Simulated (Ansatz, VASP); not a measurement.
K2S in VASP and in Ansatz

```
S K
1.0
     0.00000    3.73133    3.73133
     3.73133    0.00000    3.73133
     3.73133    3.73133    0.00000
S K
1 2
Direct
  0.00000 0.00000 0.00000
  0.25000 0.25000 0.25000
  0.75000 0.75000 0.75000
```

Alike in both runs: task electric field gradients; functional PBE; k mesh 10 × 10 × 10; occupations fermi-dirac, width 0.03 eV; no spin polarisation.

|  | VASP | Ansatz |
| --- | --- | --- |
| version | VASP 6.6.1 | Ansatz 0.2.0 |
| potentials or method | VASP PAW PBE potentials, release 64 (S, K_sv) | PAW with Ansatz's default frozen-core files, scalar-relativistic |
| plane-wave cutoff (eV) | 400 | 420 |
| valence electrons in the cell | 24 | 24 |

|  | VASP | Ansatz | Ansatz less VASP |
| --- | --- | --- | --- |
| gap on the k mesh at the Fermi level (eV) | 2.32 | 2.32 | +0.002 |
| pressure (GPa) | 0.0 | 0.0 | -0.04 |

The functional is the same, so the differences come from potentials, cutoffs and numerics.
